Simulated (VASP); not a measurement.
# BeN (R3m) in VASP: single point with PBE

Aim: the single point of BeN with PBE.

Program: VASP 6.6.1. These are calculated values, not measurements. Logs are shortened: lines on timing, memory, paths and dates and some standing lists are left out, and cuts for length are marked.

**1. The cell of the first run**

It takes space group R3m (No. 160, trigonal). Conventional cell: a = 2.644 Å, b = 2.644 Å, c = 7.493 Å, α = 90.00°, β = 90.00°, γ = 120.00°. Within 2.2 Å of Be (site symmetry 3m) lie 4 N at 1.65 to 1.75 Å. Within 2.2 Å of N (site symmetry 3m) lie 4 Be at 1.65 to 1.75 Å.

**2. Single point, PBE**

INCAR

```
SYSTEM = BeN
PREC = Accurate
ENCUT = 520
EDIFF = 1E-7
ISMEAR = 0
SIGMA = 0.1
LREAL = .False.
LASPH = .True.
NELM = 100
ALGO = Normal
ISIF = 2
LWAVE = .False.
LCHARG = .False.
GGA = PE
NBANDS = 10
```

KPOINTS

```
regular mesh
0
Gamma
  9 9 9
  0 0 0
```

POSCAR

```
BeN
1.0
    1.3221077601      0.7633192730      2.4977033799
   -1.3221077601      0.7633192730      2.4977033799
    0.0000000000     -1.5266385406      2.4977033816
Be N
1 1
Direct
   -0.0144141721     -0.0144141721     -0.0144141721
    0.7656575521      0.7656575521      0.7656575521
```

Potentials or basis: VASP PAW PBE potentials, release 64 (Be, N).

Command:

```bash
$ cat potpaw_PBE.64/Be/POTCAR potpaw_PBE.64/N/POTCAR > POTCAR
$ mpirun -np 1 vasp_std > vasp.out
```

OUTCAR:

```text
SYSTEM = BeN
   PREC = Accurate
   ENCUT = 520
   EDIFF = 1E-7
   ISMEAR = 0
   LREAL = .False.
   LASPH = .True.
   NELM = 100
   ISIF = 2
   GGA = PE

 ion  position               nearest neighbor table
   1  0.986  0.986  0.986-   2 1.65   2 1.75   2 1.75   2 1.75
   2  0.766  0.766  0.766-   1 1.65   1 1.75   1 1.75   1 1.75

  LATTYP: Found a trigonal (rhomboedric) cell.
 ALAT       =     2.9273106114
 COS(alpha) =     0.5920320087

  Lattice vectors:

 A1 = (   1.3221077601,   0.7633192730,   2.4977033799)
 A2 = (  -1.3221077601,   0.7633192730,   2.4977033799)
 A3 = (   0.0000000000,  -1.5266385406,   2.4977033816)

Analysis of symmetry for initial positions (statically):
=====================================================================
 Subroutine PRICEL returns:
 Original cell was already a primitive cell.

 Routine SETGRP: Setting up the symmetry group for a
 trigonal (rhombohedral) supercell.

 Subroutine GETGRP returns: Found  6 space group operations
 (whereof  6 operations were pure point group operations)
 out of a pool of 12 trial point group operations.

The static configuration has the point symmetry C_3v.

Analysis of symmetry for dynamics (positions and initial velocities):
=====================================================================
 Subroutine PRICEL returns:
 Original cell was already a primitive cell.

 Routine SETGRP: Setting up the symmetry group for a
 trigonal (rhombohedral) supercell.

 Subroutine GETGRP returns: Found  6 space group operations
 (whereof  6 operations were pure point group operations)
 out of a pool of 12 trial point group operations.

The dynamic configuration has the point symmetry C_3v.

 Subroutine INISYM returns: Found  6 space group operations
 (whereof  6 operations are pure point group operations),
 and found     1 'primitive' translations

----------------------------------------------------------------------------------------

                                     Primitive cell

  volume of cell :      15.1239

  direct lattice vectors                    reciprocal lattice vectors
     1.322107760  0.763319273  2.497703380     0.378183999  0.218344634  0.133455932
    -1.322107760  0.763319273  2.497703380    -0.378183999  0.218344634  0.133455932
     0.000000000 -1.526638541  2.497703382     0.000000000 -0.436689267  0.133455933

  length of vectors
     2.927310611  2.927310611  2.927310611     0.456626765  0.456626765  0.456626765

  position of ions in fractional coordinates (direct lattice)
     0.985585828  0.985585828  0.985585828
     0.765657552  0.765657552  0.765657552

  ion indices of the primitive-cell ions
   primitive index   ion index
                 1           1
                 2           2

----------------------------------------------------------------------------------------

 KPOINTS: regular mesh

Automatic generation of k-mesh.
 Grid dimensions read from file:
 generate k-points for:    9    9    9

 Generating k-lattice:

  Cartesian coordinates                     Fractional coordinates (reciprocal lattice)
     0.042020444  0.024260515  0.014828437     0.111111111  0.000000000  0.000000000
    -0.042020444  0.024260515  0.014828437     0.000000000  0.111111111  0.000000000
     0.000000000 -0.048521030  0.014828437    -0.000000000 -0.000000000  0.111111111

  Length of vectors
     0.050736307  0.050736307  0.050736307

  Shift w.r.t. Gamma in fractional coordinates (k-lattice)
     0.000000000  0.000000000  0.000000000

 Subroutine IBZKPT returns following result:
 ===========================================

 Found     85 irreducible k-points:

 Following reciprocal coordinates:
            Coordinates               Weight
  0.000000  0.000000  0.000000      1.000000
  0.111111  0.000000 -0.000000      6.000000
  0.222222  0.000000 -0.000000      6.000000
  0.333333 -0.000000 -0.000000      6.000000
  0.444444  0.000000 -0.000000      6.000000
  0.111111  0.111111 -0.000000      6.000000
[... 16 lines left out ...]
 -0.333333  0.333333  0.000000      6.000000
  0.444444  0.444444 -0.000000      6.000000
 [... further k-points ...]
   k-points           NKPTS =     85   k-points in BZ     NKDIM =     85   number of bands    NBANDS=     10
   number of dos      NEDOS =    301   number of ions     NIONS =      2
   total plane-waves  NPLWV =  13824
   dimension x,y,z NGX =    24 NGY =   24 NGZ =   24
   dimension x,y,z NGXF=    48 NGYF=   48 NGZF=   48
   ions per type =               1   1
   NGX,Y,Z   is equivalent  to a cutoff of  13.63, 13.63, 13.63 a.u.
   NGXF,Y,Z  is equivalent  to a cutoff of  27.26, 27.26, 27.26 a.u.
 SYSTEM =  BeN
   PREC   = accura    normal or accurate (medium, high low for compatibility)
   ISTART =      0    job   : 0-new  1-cont  2-samecut
   ICHARG =      2    charge: 1-file 2-atom 10-const
   ISPIN  =      1    spin polarized calculation?
   LNONCOLLINEAR =      F non collinear calculations
   LSORBIT =      F    spin-orbit coupling
   LASPH  =      T    aspherical Exc in radial PAW
   ENCUT  =  520.0 eV  38.22 Ry    6.18 a.u.   5.44  5.44  5.44*2*pi/ulx,y,z
   NELM   =    100;   NELMIN=  2; NELMDL= -5     # of ELM steps
   EDIFF  = 0.1E-06   stopping-criterion for ELM
   LREAL  =      F    real-space projection
   EDIFFG = 0.1E-05   stopping-criterion for IOM
   NSW    =      0    number of steps for IOM
   IBRION =     -1    ionic relax: 0-MD 1-quasi-New 2-CG
   NFREE  =      0    steps in history (QN), initial steepest desc. (CG)
   ISIF   =      2    stress and relaxation
   ISYM   =      2    0-nonsym 1-usesym 2-fastsym
   POTIM  = 0.5000    time-step for ionic-motion
   TEBEG  =    0.0;   TEEND  =   0.0 temperature during run
   PSTRESS=    0.0 pullay stress
   NELECT =       7.0000    total number of electrons
   NUPDOWN=      -1.0000    fix difference up-down
   EMIN   =  10.00;   EMAX   =-10.00  energy-range for DOS
   EFERMI =   0.00;   METHOD = LEGACY
   ISMEAR =     0;   SIGMA  =   0.10  broadening in eV -4-tet -1-fermi 0-gaus
   EFERMI_NEDOS =   21; number of points for ismear=-14 and -15
   IALGO  =     38    algorithm
   IMIX   =      4    mixing-type and parameters
     AMIX     =   0.40;   BMIX     =  1.00
     AMIX_MAG =   1.60;   BMIX_MAG =  1.00
  volume/ion in A,a.u.               =       7.56        51.03
  Fermi-wavevector in a.u.,A,eV,Ry     =   1.266346  2.393047 21.818747  1.603633
  Thomas-Fermi vector in A             =   2.399552
   LORBIT       =      0    0 simple, 1 ext, 2 COOP (PROOUT), +10 PAW based schemes
   GGA     = PE    functional components
   LHFCALC =     F    Hartree Fock is set to
   AEXX    =    0.0000 exact exchange contribution
   IVDW    =     0    specifies the selected vdW correction
   LEPSILON=     F    determine dielectric tensor
   LRPA    =     F    only Hartree local field effects (RPA)
 non-spin polarized calculation
 Gauss-broadening in eV      SIGMA  =   0.10
  energy-cutoff  :      520.00
  volume of cell :       15.12
 maximum number of plane-waves:       417
 NGX is ok and might be reduce to    24
   NGX = 11   NGY = 11   NGZ = 11

 number of electron       7.0000000 magnetization

 Free energy of the ion-electron system (eV)
  ---------------------------------------------------
  ext. energy  EPLUGINS =         0.00000000
  ---------------------------------------------------
  free energy    TOTEN  =       -12.32291233 eV

  energy without entropy =      -12.31943084  energy(sigma->0) =      -12.32117159

 E-fermi :   3.9598     XC(G=0): -11.1343

 val. band max:        3.9515173027   @ k =  -0.3333   0.3333   0.3333
 cond. band min:       3.9879239109   @ k =  -0.3333   0.2222   0.2222
 fundamental gap:      0.0364066082
 Fermi energy:         3.9597521936

 k-point     1 :       0.0000    0.0000    0.0000
  band No.  band energies     occupation
      1     -11.6877      2.00000
      2       3.4846      2.00000
      3       5.8524      0.00000
      4       5.8524      0.00000
      5      12.0772      0.00000
      6      16.9407      0.00000
      7      17.8784      0.00000
      8      17.8784      0.00000
      9      29.6376      0.00000
     10      30.6052      0.00000

 k-point     2 :       0.1111    0.0000   -0.0000
  band No.  band energies     occupation
      1     -11.4546      2.00000
      2       3.3524      2.00000
      3       4.8718      0.00000
      4       5.6735      0.00000
      5      12.3675      0.00000
      6      17.4554      0.00000
      7      17.8930      0.00000
      8      18.1178      0.00000
      9      27.2366      0.00000
     10      28.5081      0.00000

 k-point     3 :       0.2222    0.0000   -0.0000
  band No.  band energies     occupation
      1     -10.7852      2.00000
      2       2.2795      2.00000
      3       3.4716      2.00000
      4       5.2597      0.00000
      5      13.1239      0.00000
      6      17.6698      0.00000
      7      17.8715      0.00000
      8      18.7137      0.00000
      9      25.5026      0.00000
     10      27.3389      0.00000

 k-point     4 :       0.3333   -0.0000   -0.0000
  band No.  band energies     occupation
      1      -9.8084      2.00000
      2      -0.0238      2.00000
      3       3.1661      2.00000
      4       4.8433      0.00000
      5      14.0994      0.00000
      6      17.1435      0.00000
      7      17.5069      0.00000
      8      18.8946      0.00000
      9      25.5255      0.00000
     10      27.5092      0.00000
[... 222 lines left out ...]
 k-point    22 :      -0.4444    0.3333    0.0000
  band No.  band energies     occupation
      1      -8.2618      2.00000
      2      -0.1149      2.00000
      3       1.2580      2.00000
      4       1.9382      2.00000
      5      11.3463      0.00000
      6      18.5590      0.00000
      7      20.6418      0.00000
      8      21.7913      0.00000
      9      23.6146      0.00000
     10      28.6009      0.00000

 k-point    23 :      -0.3333    0.3333    0.0000
  band No.  band energies     occupation
      1      -8.1721      2.00000
      2      -0.2846      2.00000
      3       0.7825      2.00000
      4       2.4047      2.00000
      5      12.2726      0.00000
      6      17.6699      0.00000
      7      20.6884      0.00000
      8      21.3412      0.00000
      9      24.4470      0.00000
     10      27.6184      0.00000

 k-point    24 :       0.4444    0.4444   -0.0000
  band No.  band energies     occupation
      1      -8.4947      2.00000
      2      -0.3300      2.00000
      3       1.4112      2.00000
      4       3.1526      2.00000
      5       9.9527      0.00000
      6      16.9144      0.00000
      7      21.8368      0.00000
      8      22.0539      0.00000
      9      24.2636      0.00000
     10      30.2267      0.00000

 [... further k-points ...]
[... 5 lines left out ...]
  --------------------------------------------------------------------------------------
  -------------------------------------------------------------------------------------
  Total        0.0144771      0.0144771      0.0231405     -0.0000000      0.0000000      0.0000000
  in kB        1.5336496      1.5336496      2.4514274     -0.0000000      0.0000000      0.0000000
  external PRESSURE =       1.8395755 kB  Pullay stress =       0.0000000 kB

 VOLUME and BASIS-vectors are now :
 -----------------------------------------------------------------------------
  energy-cutoff  :      520.00
  volume of cell :       15.12
      direct lattice vectors                 reciprocal lattice vectors
     1.322107760  0.763319273  2.497703380     0.378183999  0.218344634  0.133455932
    -1.322107760  0.763319273  2.497703380    -0.378183999  0.218344634  0.133455932
     0.000000000 -1.526638541  2.497703382     0.000000000 -0.436689267  0.133455933

 POSITION                                       TOTAL-FORCE (eV/Angst)
 -----------------------------------------------------------------------------------
      0.00000      0.00000      7.38510         0.000000     -0.000000     -0.010384
      0.00000      0.00000      5.73716         0.000000      0.000000      0.010384
 -----------------------------------------------------------------------------------
    total drift:                                0.000000      0.000000      0.000042

  FREE ENERGIE OF THE ION-ELECTRON SYSTEM (eV)
  ---------------------------------------------------
  free  energy   TOTEN  =       -12.3229123343 eV

  energy  without entropy=      -12.3194308437  energy(sigma->0) =      -12.32117159
```

Run time: 9.5 s. Hardware: 1 thread of Intel Xeon Platinum 8259CL at 2.50GHz (Skylake/Cascade Lake), shared host; peak memory 0.14 GiB.

What came out:

* Free energy: -12.3229 eV
* Pressure: 0.2 GPa
* Largest force: 0.010 eV/Å

Forces in eV/Å, atoms in the order of the input:
```
Be   0.000  0.000 -0.010
N    0.000  0.000  0.010
```

Stress tensor (GPa, compression positive):
```
0.15 0.00 0.00
0.00 0.15 0.00
0.00 0.00 0.25
```

Levels at points of the mesh, in eV from the Fermi level:
| k point | band 1 | band 2 | band 3 | band 4 | band 5 | band 6 | band 7 |
| --- | --- | --- | --- | --- | --- | --- | --- |
| (0.00, 0.00, 0.00) | -15.65 | -0.48 | 1.89 | 1.89 | 8.12 | 12.98 | 13.92 |
